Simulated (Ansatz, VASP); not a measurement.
**Mg in VASP and in Ansatz**

```
CELL_PARAMETERS angstrom
3.20927 0.00000 0.00000
-1.60464 2.77931 0.00000
0.00000 0.00000 5.21033
ATOMIC_POSITIONS crystal
Mg 0.33333 0.66667 0.25000
Mg 0.66667 0.33333 0.75000
```

Alike in both runs: task single point; functional LDA; k mesh 12 × 12 × 7; occupations fermi-dirac, width 0.08 eV; no spin polarisation.

|  | VASP | Ansatz |
| --- | --- | --- |
| version | VASP 6.6.1 | Ansatz 0.2.0 |
| potentials or method | VASP PAW LDA potentials, release 64 (Mg), cutoff 520 eV | all-electron LAPW, scalar-relativistic |

Ansatz gave:

```
pressure (GPa)                                                : -2.5
traceless stress, the component that is largest in VASP (GPa) : -0.53
```

**Question.** What did VASP give for the same quantities?

**Answer.** Pressure (GPa): -2.8; traceless stress, the component that is largest in VASP (GPa): -0.53.

LDA's correlation is that of Perdew and Zunger in VASP and of Perdew and Wang (1992) in Ansatz. Ansatz ran all-electron here, and VASP with PAW potentials.
